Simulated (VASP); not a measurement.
PbF2, 3 atoms in the cell. It takes space group Fm-3m (No. 225, cubic). The conventional cell has a = 5.842 Å, b = 5.842 Å, c = 5.842 Å, α = 90.00°, β = 90.00°, γ = 90.00°. Pb (site symmetry m-3m) has 8 F at 2.53 Å within 3.3 Å. F (site symmetry -43m) has 4 Pb at 2.53 Å and 6 F at 2.92 Å within 3.3 Å. 

| Item | Value |
| --- | --- |
| Program | VASP 6.6.1 |
| Task | phonons |
| Functional | PBE |
| Dispersion | D3(BJ) |
| Potentials or basis | VASP PAW PBE potentials, release 64 (Pb_d, F) |
| Cutoff | 520 eV |
| k mesh | 8 × 8 × 8 |
| Occupations | gaussian, width 0.01 eV |
| Spin | no spin polarisation |
| Dipole correction | no |
| Further INCAR settings | ALGO = Normal; EDIFF = 1e-08; NBANDS = 21; IBRION = 6; POTIM = 0.015; NSW = 1 |

Potentials or basis: VASP PAW PBE potentials, release 64 (Pb_d, F).

Launch:

```console
$ cat potpaw_PBE.64/Pb_d/POTCAR potpaw_PBE.64/F/POTCAR > POTCAR
$ mpirun -np 1 vasp_std > vasp.out
```

Hardware: 1 thread of Intel(R) Xeon(R) Platinum 8259CL CPU @ 2.50GHz (Skylake/Cascade Lake) (shared host).

Problem. How long does it take, and how much memory?

Solution. Run time: 3.7 min on 1 thread of Intel(R) Xeon(R) Platinum 8259CL CPU @ 2.50GHz (Skylake/Cascade Lake), on a shared host, peak memory 0.29 GiB. Counts: scf iterations 51, k points 29.
